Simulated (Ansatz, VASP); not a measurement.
One calculation of Ru, two programs

```
Ru
1.0
     2.69173    0.00000    0.00000
    -1.34587    2.33111    0.00000
     0.00000    0.00000    4.25165
Ru
2
Direct
  0.33333 0.66667 0.25000
  0.66667 0.33333 0.75000
```

Alike in both runs: functional PBEsol; k mesh 15 × 15 × 8; occupations fermi-dirac, width 0.15 eV; no spin polarisation.

Ansatz relaxed the structure, and its values are those at the end. VASP's run is a single point on that final structure, the one shown.

|  | VASP | Ansatz |
| --- | --- | --- |
| version | VASP 6.6.1 | Ansatz 0.2.0 |
| potentials or method | VASP PAW PBE potentials, release 64 (Ru_pv), cutoff 520 eV | scalar-relativistic, plane waves, PAW |
| valence electrons in the cell | 28 | 32 |

VASP gave:

* gap on the k mesh at the Fermi level (eV): none
* pressure (GPa): -0.1

Which values does Ansatz return?

gap on the k mesh at the Fermi level (eV): none; pressure (GPa): 0.0.

VASP's potentials were made for PBE, not for PBEsol, and Ansatz warns of the same on its side. A gap of «none» marks a metal or a gap that the smearing closes. VASP's potentials hold 28 valence electrons a cell and Ansatz's 32, so a difference there can come from the potentials and not from the codes.
